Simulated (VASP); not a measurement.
Crystal: MgO.

```
Mg O
1.0
     0.00000    2.01850    2.01850
     2.01850    0.00000    2.01850
     2.01850    2.01850    0.00000
Mg O
1 1
Direct
  0.00000 0.00000 0.00000
  0.50000 0.50000 0.50000
```

Base run:

| Item | Value |
| --- | --- |
| Program | VASP 6.6.1 |
| Functional | r2SCAN |
| Potentials or basis | VASP PAW PBE potentials, release 64 (Mg, O) |
| Cutoff | 580 eV |
| k mesh | 13 × 13 × 13 |
| Occupations | fermi-dirac, width 0.02 eV |
| Spin | no spin polarisation |

Its results: band gap on the k mesh 7.00 eV; pressure 24.8 GPa.

After a change of settings the same cell gave: band gap on the k mesh 6.07 eV; pressure 31.7 GPa. Which change was it?
A. functional from r2SCAN to PBEsol; cutoff from 580 eV to 520 eV
B. functional from r2SCAN to LDA; potentials or basis from VASP PAW PBE potentials, release 64 (Mg, O) to VASP PAW LDA potentials, release 64 (Mg, O); cutoff from 580 eV to 520 eV
C. functional from r2SCAN to PBE; cutoff from 580 eV to 520 eV

C.

Caveats: the cell stands under pressure; an odd mesh through Γ misses points on the zone boundary, where band edges can lie; the PAW data sets were made with another functional, which shifts forces and pressure a little (at least some runs).
